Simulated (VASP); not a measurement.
A run of VASP 6.6.1 is set up as follows.

INCAR

```
SYSTEM = GaSi62
  PREC = Accurate
  ENCUT = 520
  EDIFF = 1E-7
  ISMEAR = -1
  SIGMA = 0.02
  LREAL = Auto
  LASPH = .True.
  NELM = 80
  ALGO = Normal
  ISIF = 2
  LWAVE = .False.
  LCHARG = .False.
  GGA = PE
  NELECT = 260.0
  NBANDS = 168
```

File KPOINTS:

```
regular mesh
0
Gamma
  1 1 1
  0 0 0
```

File POSCAR:

```
GaSi62
1.0
   10.8600000000      0.0000000000      0.0000000000
    0.0000000000     10.8600000000      0.0000000000
    0.0000000000      0.0000000000     10.8600000000
Si Ga
62 1
Direct
    0.5107961326      0.0106683241     -0.0020219153
    0.8643195212      0.3642103131      0.1273264273
    0.7522235727      0.0106780847      0.2393958564
    0.8758262431      0.1253199816      0.3749643646
   -0.0001048803     -0.0007626151      0.0005028545
    0.1252843462      0.1249630755      0.1251047882
    0.2498791897      0.2499184162      0.0001343462
    0.3751910681      0.3757199816      0.1247378453
    0.4993005525      0.4998261510      0.0004964088
    0.6250877532      0.6251432781      0.1251064457
    0.7500684162      0.7497145488      0.0001361878
    0.8757957643      0.8751070902      0.1247358195
    0.2528558932      0.0013804788      0.2487144567
    0.3823714549      0.1273288214      0.3678026703
    0.5107812155      0.2521723757      0.2394000000
    0.6254476059      0.3756976059      0.3750077348
    0.7496819521      0.4998088398      0.2508935543
    0.8767321363      0.6249085635      0.3758112339
    0.5014722836      0.0013941989      0.4973188766
    0.6250848066      0.1249558011      0.6249087477
    0.7500668508      0.2499169429      0.5003265193
    0.8736211786      0.3735337937      0.6279250460
    0.7496735727     -0.0007851750      0.7502965009
    0.8642886740      0.1228228361      0.8858848066
   -0.0072599448      0.4926162063      0.0025008287
    0.1236779006      0.6235946593      0.1249627072
    0.2514081952      0.7513333333      0.0003051565
    0.3823714549      0.8822650092      0.1227930018
   -0.0000617864      0.2495725599      0.2508662983
    0.1249826888      0.3766453039      0.3758134438
    0.2501151013      0.5006380295      0.2518102210
    0.3762879374      0.6274879374      0.3739141805
    0.5014992634      0.7527371087      0.2486913444
    0.6273975138      0.8822730203      0.3678111418
    0.0007393186     -0.0017265193      0.5000823204
    0.1236796501      0.1251463168      0.6265141805
    0.2514178637      0.2498015654      0.4987727440
    0.3743783610      0.3766369245      0.6252162983
    0.4983841621      0.5006288214      0.5000854512
    0.6252280847      0.6235945672      0.6265168508
    0.7498812155      0.7513342541      0.4987784530
    0.8767352670      0.8742841621      0.6252205341
    0.2501149171     -0.0017196133      0.7494553407
    0.3752366483      0.1253167587      0.8743758748
    0.4993300184      0.2495697974      0.7502589319
    0.6228709945      0.3642110497      0.8858748619
    0.7476977901      0.4926219153      0.7574574586
    0.8736520258      0.6221220074      0.8765487109
    0.0007297422      0.7500404236      0.2518104052
    0.1276130755      0.8761603131      0.3739394107
   -0.0011645488      0.4987570902      0.5026809392
    0.1250123389      0.6248909761      0.6251844383
    0.2501276243      0.7499867403      0.5000737569
    0.3762575506      0.8761767956      0.6225734807
   -0.0072767956      0.2476237569      0.7574602210
    0.1222615101      0.3735133517      0.8765790055
    0.2474967772      0.4987378453      0.7513596685
    0.3743649171      0.6249062615      0.8734465930
    0.4983709024      0.7500391344      0.7494553407
    0.6254480663      0.8750863720      0.8744081952
   -0.0011469613      0.7473932781      0.7513387661
    0.1249708103      0.8742903315      0.8734534070
    0.6875584715      0.1875063536      0.0626471455
```

Potentials or basis: VASP PAW PBE potentials, release 64 (Si, Ga_d).

Run with:

```console
$ cat potpaw_PBE.64/Si/POTCAR potpaw_PBE.64/Ga_d/POTCAR > POTCAR
$ mpirun -np 1 vasp_gam > vasp.out
```

Task: What does it give for the largest force?

Result: 0.017 eV/Å.

Forces on the atoms (eV/Å):
```
Si  -0.009 -0.009 -0.003
Si   0.011  0.010  0.003
Si   0.005 -0.009  0.009
Si   0.006  0.000  0.006
Si   0.006 -0.009  0.000
Si  -0.003  0.003 -0.003
Si  -0.004 -0.004  0.006
Si  -0.006  0.005  0.001
Si  -0.008  0.005  0.000
Si   0.001 -0.001 -0.003
Si  -0.001 -0.004  0.004
Si   0.006 -0.006  0.000
Si   0.004  0.001  0.000
Si   0.003 -0.002 -0.004
Si  -0.010  0.003  0.010
Si  -0.001  0.006  0.005
Si  -0.001  0.006  0.007
Si   0.003  0.000  0.004
Si   0.001  0.001 -0.003
Si   0.001  0.003  0.001
Si  -0.001 -0.003  0.005
Si   0.000  0.000  0.000
Si   0.000 -0.008 -0.005
Si   0.012 -0.004 -0.011
Si  -0.002 -0.002  0.000
Si   0.001  0.001  0.000
Si  -0.004 -0.003 -0.001
Si   0.003  0.004  0.003
Si   0.005  0.000  0.008
Si   0.002  0.003  0.004
Si  -0.001  0.004 -0.001
Si   0.000  0.001 -0.001
Si   0.001  0.004 -0.001
Si  -0.003  0.003 -0.004
Si   0.004  0.001  0.000
Si   0.000 -0.001 -0.001
Si  -0.003  0.000  0.003
Si  -0.004  0.004 -0.002
Si   0.000  0.004  0.000
Si   0.000  0.001 -0.001
Si   0.000 -0.003  0.002
Si   0.003 -0.004 -0.002
Si  -0.001  0.001 -0.004
Si  -0.007 -0.001 -0.005
Si  -0.008 -0.001 -0.004
Si  -0.004  0.011 -0.011
Si  -0.001 -0.001  0.002
Si   0.000  0.002  0.000
Si   0.003  0.000 -0.001
Si   0.001  0.001 -0.001
Si  -0.001 -0.002  0.002
Si   0.003  0.004 -0.005
Si   0.004 -0.003  0.006
Si   0.001  0.000 -0.001
Si  -0.002 -0.001  0.002
Si   0.001  0.001 -0.001
Si  -0.002 -0.001  0.001
Si  -0.004  0.002 -0.004
Si   0.000 -0.001 -0.004
Si  -0.002 -0.006 -0.005
Si  -0.001 -0.002  0.002
Si   0.001 -0.004 -0.004
Ga   0.001  0.001 -0.002
```

Caveat: the k points lie up to 0.58 Å⁻¹ apart; the cell carries a net charge on a neutralising background, which shifts energy and pressure.
